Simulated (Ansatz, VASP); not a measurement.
# GaSb3: VASP beside Ansatz

File INCAR:

```
SYSTEM = GaSb3
ALGO = Normal ; EDIFF = 1E-6
ENCUT = 520 ; GGA = PS
ISIF = 2 ; ISMEAR = 0
IVDW = 12 ; LASPH = .TRUE.
LCHARG = .FALSE. ; LREAL = .FALSE.
LWAVE = .FALSE. ; NBANDS = 22
NELM = 60 ; PREC = Accurate
SIGMA = 0.15
```

Contents of KPOINTS:

```
k-points
0
G
  10 10 10
  0 0 0
```

File POSCAR:

```
GaSb3
1.0
    0.0000000000      3.5857729617      3.5857729617
    3.5857729617      0.0000000000      3.5857729617
    3.5857729617      3.5857729617      0.0000000000
Ga Sb
1 3
Direct
    0.0211948723     -0.0211948723     -0.0211948723
    0.2632978395      0.2367021605      0.2367021605
    0.7289956120      0.7710043880      0.7710043880
    0.4955698034      0.5044301966      0.5044301966
```

Input for Ansatz:

```yaml
crystal:
  lattice:
    - [0.0, 3.5857729617, 3.5857729617]
    - [3.5857729617, 0.0, 3.5857729617]
    - [3.5857729617, 3.5857729617, 0.0]
  atoms:
    - { symbol: Ga, position: [0.0211948723, -0.0211948723, -0.0211948723] }
    - { symbol: Sb, position: [0.2632978395, 0.2367021605, 0.2367021605] }
    - { symbol: Sb, position: [0.728995612, 0.771004388, 0.771004388] }
    - { symbol: Sb, position: [0.4955698034, 0.5044301966, 0.5044301966] }
basis:
  ecutwfc: 420
kpoints:
  mp_grid: { grid: [10, 10, 10] }
hamiltonian:
  xc: pbesol
  pseudopotentials: { kind: paw, azcp: { folder: soft_1 } }
  dispersion: d3bj
scf:
  occupations: { method: gaussian, width: 0.15 }
output:
  forces: true
  stress: true
  eigenvalues: true
```

Change from the starting cell: mode 4 frozen in at -0.123 Å and mode 7 at -0.152 Å (largest displacements).

Alike in both runs: task single point; functional PBEsol; dispersion D3(BJ); k mesh 10 × 10 × 10; occupations gaussian, width 0.15 eV; no spin polarisation.

```csv
,VASP,Ansatz
version,VASP 6.6.1,Ansatz 0.2.0
potentials or method,"VASP PAW PBE potentials, release 64 (Ga_d, Sb), cutoff 520 eV","scalar-relativistic, plane waves, PAW"
valence electrons in the cell,28,58
```

Ansatz gave:

| Property | Result |
| --- | --- |
| gap on the k mesh at the Fermi level (eV) | none |
| pressure (GPa) | 0.9 |
| traceless stress, the component that is largest in VASP (GPa) | -0.94 |
| rms of the force components (eV/Å) | 0.253 |

**Question.** Estimate VASP's values.

**Answer.** gap on the k mesh at the Fermi level (eV): none; pressure (GPa): 1.0; traceless stress, the component that is largest in VASP (GPa): -0.96; rms of the force components (eV/Å): 0.257.

VASP's potentials were made for PBE, not for PBEsol, and Ansatz warns of the same on its side. Atom by atom the forces differ by 0.004 eV/Å (rms over components). A gap of «none» marks a metal or a gap that the smearing closes. VASP's potentials hold 28 valence electrons a cell and Ansatz's 58, so a difference there can come from the potentials and not from the codes.

Spin-orbit coupling is off throughout.
